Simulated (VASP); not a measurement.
# CoNiO2 (P4/mmm) in VASP: further runs

The runs below take CoNiO2 through single point, with PBEsol, LDA.

Everything below comes from runs of VASP 6.6.1. Logs are shortened: lines on timing, memory, paths and dates and some standing lists are left out, and cuts for length are marked.

**1. The cell of the first run**

The structure is tetragonal, space group P4/mmm (No. 123). The conventional cell has a = 3.014 Å, b = 3.014 Å, c = 4.222 Å, α = 90.00°, β = 90.00°, γ = 90.00°. Ni (site symmetry 4/mmm) has 6 O at 2.11 to 2.13 Å within 2.8 Å. Co (site symmetry 4/mmm) has 6 O at 2.11 to 2.13 Å within 2.8 Å. Within 2.8 Å of O (site symmetry 4/mmm) lie 2 Ni at 2.11 Å and 4 Co at 2.13 Å. O (site symmetry 4/mmm) has 2 Co at 2.11 Å and 4 Ni at 2.13 Å within 2.8 Å.

**2. Single point, PBEsol, collinear spin, ferromagnetic start**

File INCAR:

```
  PREC = Accurate
  ENCUT = 520
  EDIFF = 1E-6
  ISMEAR = -1
  SIGMA = 0.05
  LREAL = False
  LASPH = True
  NELM = 150
  ALGO = Normal
  ISIF = 2
  LWAVE = False
  LCHARG = False
  ISPIN = 2
  MAGMOM = 1 2 0 0
  LORBIT = 11
  NUPDOWN = 3.0
  LMAXMIX = 4
  GGA = PS
  NBANDS = 28
```

File KPOINTS:

```
regular mesh
0
Gamma
  7 7 5
```

File POSCAR:

```
CoNiO2
1.0
    3.0143330000      0.0000000000      0.0000000000
    0.0000000000      3.0143330000      0.0000000000
    0.0000000000      0.0000000000      4.2222850000
Ni Co O
1 1 2
Direct
    0.0000000000      0.0000000000      0.0000000000
    0.5000000000      0.5000000000      0.5000000000
    0.0000000000      0.0000000000      0.5000000000
    0.5000000000      0.5000000000      0.0000000000
```

Potentials or basis: VASP PAW PBE potentials, release 64 (Ni, Co, O).

Run with:

```bash
cat potpaw_PBE.64/Ni/POTCAR potpaw_PBE.64/Co/POTCAR potpaw_PBE.64/O/POTCAR > POTCAR
mpirun -np 1 vasp_std > vasp.out
```

OUTCAR:

```text
PREC = Accurate
   ENCUT = 520
   EDIFF = 1E-6
   ISMEAR = -1
   LREAL = False
   LASPH = True
   NELM = 150
   ISIF = 2
   ISPIN = 2
   LORBIT = 11
   NUPDOWN = 3.0
   GGA = PS

 ion  position               nearest neighbor table
   1  0.000  0.000  0.000-   3 2.11   3 2.11   4 2.13   4 2.13   4 2.13   4 2.13   2 3.00   2 3.00
                             2 3.00   2 3.00   2 3.00   2 3.00   2 3.00   2 3.00
   2  0.500  0.500  0.500-   4 2.11   4 2.11   3 2.13   3 2.13   3 2.13   3 2.13   1 3.00   1 3.00
                             1 3.00   1 3.00   1 3.00   1 3.00   1 3.00   1 3.00
   3  0.000  0.000  0.500-   1 2.11   1 2.11   2 2.13   2 2.13   2 2.13   2 2.13
   4  0.500  0.500  0.000-   2 2.11   2 2.11   1 2.13   1 2.13   1 2.13   1 2.13

  LATTYP: Found a simple tetragonal cell.
 ALAT       =     3.0143330000
 C/A-ratio  =     1.4007360832

  Lattice vectors:

 A1 = (   3.0143330000,   0.0000000000,   0.0000000000)
 A2 = (   0.0000000000,   3.0143330000,   0.0000000000)
 A3 = (   0.0000000000,   0.0000000000,   4.2222850000)

Analysis of symmetry for initial positions (statically):
=====================================================================
 Subroutine PRICEL returns:
 Original cell was already a primitive cell.

 Routine SETGRP: Setting up the symmetry group for a
 simple tetragonal supercell.

 Subroutine GETGRP returns: Found 16 space group operations
 (whereof 16 operations were pure point group operations)
 out of a pool of 16 trial point group operations.

The static configuration has the point symmetry D_4h.

Analysis of symmetry for dynamics (positions and initial velocities):
=====================================================================
 Subroutine PRICEL returns:
 Original cell was already a primitive cell.

 Routine SETGRP: Setting up the symmetry group for a
 simple tetragonal supercell.

 Subroutine GETGRP returns: Found 16 space group operations
 (whereof 16 operations were pure point group operations)
 out of a pool of 16 trial point group operations.

The dynamic configuration has the point symmetry D_4h.

Analysis of structural, dynamic, and magnetic symmetry:
=====================================================================
 Subroutine PRICEL returns:
 Original cell was already a primitive cell.

 Routine SETGRP: Setting up the symmetry group for a
 simple tetragonal supercell.

 Subroutine GETGRP returns: Found 16 space group operations
 (whereof 16 operations were pure point group operations)
 out of a pool of 16 trial point group operations.

The overall configuration has the point symmetry D_4h.

 Subroutine INISYM returns: Found 16 space group operations
 (whereof 16 operations are pure point group operations),
 and found     1 'primitive' translations

----------------------------------------------------------------------------------------

                                     Primitive cell

  volume of cell :      38.3645

  direct lattice vectors                    reciprocal lattice vectors
     3.014333000  0.000000000  0.000000000     0.331748350  0.000000000  0.000000000
     0.000000000  3.014333000  0.000000000     0.000000000  0.331748350  0.000000000
     0.000000000  0.000000000  4.222285000     0.000000000  0.000000000  0.236838584

  length of vectors
     3.014333000  3.014333000  4.222285000     0.331748350  0.331748350  0.236838584

  position of ions in fractional coordinates (direct lattice)
     0.000000000  0.000000000  0.000000000
     0.500000000  0.500000000  0.500000000
     0.000000000  0.000000000  0.500000000
     0.500000000  0.500000000  0.000000000

  ion indices of the primitive-cell ions
   primitive index   ion index
                 1           1
                 2           2
                 3           3
                 4           4

----------------------------------------------------------------------------------------

 KPOINTS: regular mesh

Automatic generation of k-mesh.
 Grid dimensions read from file:
 generate k-points for:    7    7    5

 Generating k-lattice:

  Cartesian coordinates                     Fractional coordinates (reciprocal lattice)
     0.047392621  0.000000000  0.000000000     0.142857143  0.000000000  0.000000000
     0.000000000  0.047392621  0.000000000     0.000000000  0.142857143  0.000000000
     0.000000000  0.000000000  0.047367717     0.000000000  0.000000000  0.200000000

  Length of vectors
     0.047392621  0.047392621  0.047367717

  Shift w.r.t. Gamma in fractional coordinates (k-lattice)
     0.000000000  0.000000000  0.000000000

 Subroutine IBZKPT returns following result:
 ===========================================

 Found     30 irreducible k-points:

 Following reciprocal coordinates:
            Coordinates               Weight
  0.000000  0.000000  0.000000      1.000000
  0.142857  0.000000  0.000000      4.000000
  0.285714  0.000000  0.000000      4.000000
  0.428571  0.000000  0.000000      4.000000
  0.142857  0.142857  0.000000      4.000000
  0.285714  0.142857  0.000000      8.000000
[... 16 lines left out ...]
  0.285714  0.000000  0.400000      8.000000
  0.428571  0.000000  0.400000      8.000000
 [... further k-points ...]
   k-points           NKPTS =     30   k-points in BZ     NKDIM =     30   number of bands    NBANDS=     28
   number of dos      NEDOS =    301   number of ions     NIONS =      4
   total plane-waves  NPLWV =  18432
   dimension x,y,z NGX =    24 NGY =   24 NGZ =   32
   dimension x,y,z NGXF=    48 NGYF=   48 NGZF=   64
   ions per type =               1   1   2
   NGX,Y,Z   is equivalent  to a cutoff of  13.24, 13.24, 12.60 a.u.
   NGXF,Y,Z  is equivalent  to a cutoff of  26.47, 26.47, 25.20 a.u.
 SYSTEM =  unknown system
   PREC   = accura    normal or accurate (medium, high low for compatibility)
   ISTART =      0    job   : 0-new  1-cont  2-samecut
   ICHARG =      2    charge: 1-file 2-atom 10-const
   ISPIN  =      2    spin polarized calculation?
   LNONCOLLINEAR =      F non collinear calculations
   LSORBIT =      F    spin-orbit coupling
   LASPH  =      T    aspherical Exc in radial PAW
   ENCUT  =  520.0 eV  38.22 Ry    6.18 a.u.   5.60  5.60  7.85*2*pi/ulx,y,z
   NELM   =    150;   NELMIN=  2; NELMDL= -5     # of ELM steps
   EDIFF  = 0.1E-05   stopping-criterion for ELM
   LREAL  =      F    real-space projection
   EDIFFG = 0.1E-04   stopping-criterion for IOM
   NSW    =      0    number of steps for IOM
   IBRION =     -1    ionic relax: 0-MD 1-quasi-New 2-CG
   NFREE  =      0    steps in history (QN), initial steepest desc. (CG)
   ISIF   =      2    stress and relaxation
   ISYM   =      2    0-nonsym 1-usesym 2-fastsym
   POTIM  = 0.5000    time-step for ionic-motion
   TEBEG  =    0.0;   TEEND  =   0.0 temperature during run
   PSTRESS=    0.0 pullay stress
   NELECT =      31.0000    total number of electrons
   NUPDOWN=       3.0000    fix difference up-down
   EMIN   =  10.00;   EMAX   =-10.00  energy-range for DOS
   EFERMI =   0.00;   METHOD = LEGACY
   ISMEAR =    -1;   SIGMA  =   0.05  broadening in eV -4-tet -1-fermi 0-gaus
   EFERMI_NEDOS =   21; number of points for ismear=-14 and -15
   IALGO  =     38    algorithm
   IMIX   =      4    mixing-type and parameters
     AMIX     =   0.40;   BMIX     =  1.00
     AMIX_MAG =   1.60;   BMIX_MAG =  1.00
  volume/ion in A,a.u.               =       9.59        64.72
  Fermi-wavevector in a.u.,A,eV,Ry     =   1.524821  2.881493 31.634602  2.325078
  Thomas-Fermi vector in A             =   2.633075
   LORBIT       =     11    0 simple, 1 ext, 2 COOP (PROOUT), +10 PAW based schemes
   GGA     = PS    functional components
   LHFCALC =     F    Hartree Fock is set to
   AEXX    =    0.0000 exact exchange contribution
   IVDW    =     0    specifies the selected vdW correction
   LEPSILON=     F    determine dielectric tensor
   LRPA    =     F    only Hartree local field effects (RPA)
 spin polarized calculation
  energy-cutoff  :      520.00
  volume of cell :       38.36
 maximum number of plane-waves:      1055
 NGX is ok and might be reduce to    24
   NGX = 11   NGY = 11   NGZ = 15

 number of electron      30.9999976 magnetization       2.9999994

 Free energy of the ion-electron system (eV)
  ---------------------------------------------------
  ext. energy  EPLUGINS =         0.00000000
  ---------------------------------------------------
  free energy    TOTEN  =       -26.20216948 eV

  energy without entropy =      -26.14541077  energy(sigma->0) =      -26.17379013

 E-fermi :   7.4369     XC(G=0): -12.6750

 val. band max:        7.4367007850   @ k =   0.2857   0.2857   0.4000
 cond. band min:       7.3562077406   @ k =   0.2857   0.2857   0.2000
 fundamental gap:     -0.0804930444
 Fermi energy:         7.3440880581

 spin component 1

 k-point     1 :       0.0000    0.0000    0.0000
  band No.  band energies     occupation
      1     -12.7185      1.00000
      2     -11.4021      1.00000
      3       0.6331      1.00000
      4       3.0571      1.00000
      5       3.0571      1.00000
      6       3.8525      1.00000
[... 709 lines left out ...]
     26      21.3060      0.00000
     27      27.8173      0.00000

 [... further k-points ...]

 spin component 2

 k-point     1 :       0.0000    0.0000    0.0000
  band No.  band energies     occupation
      1     -12.4769      1.00000
      2     -11.1257      1.00000
      3       0.8417      1.00000
      4       3.3102      1.00000
      5       3.3102      1.00000
      6       4.5534      1.00000
[... 709 lines left out ...]
     26      21.6185      0.00000
     27      28.0972      0.00000

 [... further k-points ...]

 [bands above 27 left out]

------------------------ aborting loop because EDIFF is reached ----------------------------------------

  FORCE on cell =-STRESS in cart. coord.  units (eV):
  Direction    XX          YY          ZZ          XY          YZ          ZX
  --------------------------------------------------------------------------------------
  -------------------------------------------------------------------------------------
  Total       -4.1090146     -4.1090146     -3.7323759      0.0000000      0.0000000      0.0000000
  in kB     -171.6003885   -171.6003885   -155.8712306      0.0000000      0.0000000      0.0000000
  external PRESSURE =    -166.3573358 kB  Pullay stress =       0.0000000 kB

 VOLUME and BASIS-vectors are now :
 -----------------------------------------------------------------------------
  energy-cutoff  :      520.00
  volume of cell :       38.36
      direct lattice vectors                 reciprocal lattice vectors
     3.014333000  0.000000000  0.000000000     0.331748350  0.000000000  0.000000000
     0.000000000  3.014333000  0.000000000     0.000000000  0.331748350  0.000000000
     0.000000000  0.000000000  4.222285000     0.000000000  0.000000000  0.236838584

 POSITION                                       TOTAL-FORCE (eV/Angst)
 -----------------------------------------------------------------------------------
      0.00000      0.00000      0.00000         0.000000      0.000000      0.000000
      1.50717      1.50717      2.11114         0.000000      0.000000      0.000000
      0.00000      0.00000      2.11114         0.000000      0.000000      0.000000
      1.50717      1.50717      0.00000         0.000000      0.000000      0.000000
 -----------------------------------------------------------------------------------
    total drift:                                0.000000     -0.000000     -0.000000

  FREE ENERGIE OF THE ION-ELECTRON SYSTEM (eV)
  ---------------------------------------------------
  free  energy   TOTEN  =       -26.2021694824 eV

  energy  without entropy=      -26.1454107746  energy(sigma->0) =      -26.17379013

 total charge

# of ion       s       p       d       tot
------------------------------------------
    1        0.312   0.358   8.330   9.001
    2        0.296   0.357   7.167   7.820
    3        1.558   3.362   0.000   4.920
    4        1.563   3.334   0.000   4.898
--------------------------------------------------
tot          3.730   7.412  15.497  26.639

 magnetization (x)

# of ion       s       p       d       tot
------------------------------------------
    1        0.005   0.004   0.394   0.403
    2        0.020   0.019   2.235   2.274
    3        0.022   0.157   0.000   0.179
    4        0.014   0.074   0.000   0.088
--------------------------------------------------
tot          0.061   0.253   2.630   2.943
```

It took 3.1 min on 1 thread of AMD EPYC 7R13, shared host; peak memory 0.16 GiB.

What came out:

| Property | Result |
| --- | --- |
| Free energy | -26.2022 eV |
| Pressure | -16.6 GPa |
| Net moment | 3.00 μB per cell |
| Site moments | Ni +0.40; Co +2.27; O +0.18, +0.09 μB |
| Valence electrons inside the program's atomic spheres | Ni 9.00; Co 7.82; O 4.92, 4.90 |

Caveat: the PAW data sets were made with another functional, which shifts forces and pressure a little; the total moment is fixed, so each spin has its own Fermi level.

**3. Single point, PBEsol, collinear spin, ferromagnetic start**

File INCAR:

```
ALGO = Normal
EDIFF = 1E-6
ENCUT = 520
GGA = PS
ISIF = 2
ISMEAR = -1
ISPIN = 2
LASPH = True
LCHARG = False
LMAXMIX = 4
LORBIT = 11
LREAL = False
LWAVE = False
MAGMOM = 1.26667 2.53333 0 0
NBANDS = 28
NELM = 150
NUPDOWN = 3.8
PREC = Accurate
SIGMA = 0.05
```

File KPOINTS:

```
k-points
0
Gamma
  7 7 5
```

POSCAR is that of step 2.

Potentials or basis: VASP PAW PBE potentials, release 64 (Ni, Co, O).

Run with:

```bash
cat potpaw_PBE.64/Ni/POTCAR potpaw_PBE.64/Co/POTCAR potpaw_PBE.64/O/POTCAR > POTCAR
mpirun -np 1 vasp_std > vasp.out
```

It took 2.8 min on 1 thread of AMD EPYC 7R13, shared host; peak memory 0.16 GiB.

It converged, with:

| Property | Result |
| --- | --- |
| Free energy | -26.2381 eV |
| Pressure | -15.1 GPa |
| Net moment | 3.80 μB per cell |
| Site moments | Ni +1.07; Co +2.26; O +0.20, +0.19 μB |
| Valence electrons inside the program's atomic spheres | Ni 8.97; Co 7.82; O 4.92, 4.91 |

Stress tensor (GPa, compression positive):
```
-15.27   0.00   0.00
  0.00 -15.27   0.00
  0.00   0.00 -14.88
```

Caveat: the PAW data sets were made with another functional, which shifts forces and pressure a little; the total moment is fixed, so each spin has its own Fermi level.

(Part 1 of 2 ends here.)
